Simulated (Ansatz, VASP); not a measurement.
## NiO in VASP and in Ansatz

Contents of INCAR:

```
PREC     = Accurate       # precision mode
ENCUT    = 520            # plane-wave cutoff, eV
EDIFF    = 1E-6           # SCF threshold, eV
ISMEAR   = 0              # smearing method
SIGMA    = 0.1            # smearing width, eV
LREAL    = False          # projectors in reciprocal space
LASPH    = True           # aspherical terms in the spheres
NELM     = 150            # most SCF steps
ALGO     = Normal         # electronic algorithm
ISIF     = 2              # what is computed and relaxed
LWAVE    = False          # write WAVECAR
LCHARG   = False          # write CHGCAR
ISPIN    = 2              # spin polarisation
MAGMOM   = 2 0            # initial moments
LORBIT   = 11             # projections on sites
LMAXMIX  = 4              # l up to which the mixer works
GGA      = PE             # functional
NBANDS   = 19             # bands
```

File KPOINTS:

```
regular mesh
0
Gamma
  8 8 8
```

POSCAR

```
NiO
1.0
    0.0000000000      2.0621708800      2.0621708800
    2.0621708800      0.0000000000      2.0621708800
    2.0621708800      2.0621708800      0.0000000000
Ni O
1 1
Direct
    0.0000000000      0.0000000000      0.0000000000
    0.7500000000      0.7500000000      0.7500000000
```

Input for Ansatz:

```yaml
crystal:
  lattice:
    - [0.0, 2.06217088, 2.06217088]
    - [2.06217088, 0.0, 2.06217088]
    - [2.06217088, 2.06217088, 0.0]
  atoms:
    - { symbol: Ni, position: [0.0, 0.0, 0.0], spin: 2.0 }
    - { symbol: O, position: [0.75, 0.75, 0.75] }
basis:
  ecutwfc: 420
kpoints:
  mp_grid: { grid: [8, 8, 8] }
hamiltonian:
  xc: pbe
scf:
  occupations: { method: gaussian, width: 0.1 }
  lower_state_search: "off"
output:
  forces: true
  stress: true
  eigenvalues: true
  populations: true
magnetization:
  spin_polarized: true
```

Change from the starting cell: species swapped into the BeSe type (F-43m, No. 216).

Alike in both runs: task single point; functional PBE; k mesh 8 × 8 × 8; occupations gaussian, width 0.1 eV; collinear spin.

|  | VASP | Ansatz |
| --- | --- | --- |
| version | VASP 6.6.1 | Ansatz 0.2.0 |
| potentials or method | VASP PAW PBE potentials, release 64 (Ni, O), cutoff 520 eV | scalar-relativistic, plane waves, PAW |
| valence electrons in the cell | 16 | 24 |

```csv
,VASP,Ansatz,Ansatz less VASP
gap on the k mesh at the Fermi level (eV),none,none,-
net moment per atom (μB),0.50,0.51,+0.012
size of the moment on the site where the two differ most (μB),0.79,0.76,-0.027
```

Site moments also hang on the region over which each program counts them. A gap of «none» marks a metal or a gap that the smearing closes. VASP's potentials hold 16 valence electrons a cell and Ansatz's 24, so a difference there can come from the potentials and not from the codes.
